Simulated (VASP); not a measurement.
# Al: single point with PBE+D3(BJ)

The system is Al.

```
CELL_PARAMETERS angstrom
2.81442 0.00000 0.00000
-1.40721 2.43736 0.00000
0.00000 0.00000 9.24105
ATOMIC_POSITIONS crystal
Al 0.00000 0.00000 0.00000
Al 0.30461 0.60923 0.23485
Al 0.00000 0.00000 0.50000
Al 0.66667 0.33333 0.75000
```

This cell differs from its parent crystal: atom 2 (Al) moved by -0.140 Å along [1 2 0] and -0.140 Å along [0 0 1].

```json
{
  "Program": "VASP 6.6.1",
  "Task": "single point",
  "Functional": "PBE",
  "Dispersion": "D3(BJ)",
  "Potentials or basis": "VASP PAW PBE potentials, release 64 (Al)",
  "Cutoff": "520 eV",
  "k mesh": "18 × 18 × 4",
  "Occupations": "gaussian, width 0.15 eV",
  "Spin": "no spin polarisation"
}
```

| Quantity | Value |
| --- | --- |
| Pressure | 0.6 GPa |
| Largest force | 0.856 eV/Å |
| Band gap on the k mesh | zero (bands 6 and 7 overlap by 5.41 eV) |
| Dispersion energy per atom | -0.351 eV |

Forces in eV/Å, atoms in the order of the input:
```
Al   0.000 -0.159 -0.539
Al   0.000  0.227  0.825
Al   0.000 -0.056 -0.307
Al   0.000 -0.012  0.021
```

Stress tensor (GPa, compression positive):
```
-0.03  0.00  0.00
 0.00  0.41  0.54
 0.00  0.54  1.32
```

Levels at points of the mesh, in eV from the Fermi level:
| k point | band 2 | band 3 | band 4 | band 5 | band 6 | band 7 | band 8 | band 9 | band 10 | band 11 |
| --- | --- | --- | --- | --- | --- | --- | --- | --- | --- | --- |
| (0.00, 0.00, 0.00) | -9.85 | -9.47 | -4.74 | -4.48 | 3.36 | 3.54 | 11.00 | 11.07 | 11.15 | 11.21 |
| (0.50, 0.00, 0.00) | -5.30 | -4.05 | -3.96 | -3.29 | -3.23 | 0.82 | 1.31 | 1.36 | 1.74 | 5.83 |
| (0.00, 0.50, 0.00) | -5.32 | -4.07 | -4.01 | -3.23 | -3.18 | 0.90 | 1.22 | 1.43 | 1.68 | 5.84 |
| (0.00, 0.00, 0.50) | -10.83 | -7.64 | -7.41 | -1.01 | -0.84 | 8.38 | 8.39 | 11.23 | 11.29 | 11.35 |
| (0.50, 0.00, 0.50) | -5.04 | -4.83 | -4.72 | -1.91 | -1.88 | -1.17 | -1.12 | 4.62 | 4.65 | 4.72 |
| (0.00, 0.50, 0.50) | -5.06 | -4.83 | -4.73 | -1.85 | -1.80 | -1.20 | -1.19 | 4.57 | 4.68 | 4.76 |

Wall time 2.5 min on 1 thread of Intel(R) Xeon(R) Platinum 8488C (Sapphire Rapids) (shared host), peak memory 0.36 GiB.

Caveat: the cell differs from its parent crystal (atom 2 (Al) moved by -0.140 Å along [1 2 0] and -0.140 Å along [0 0 1]).
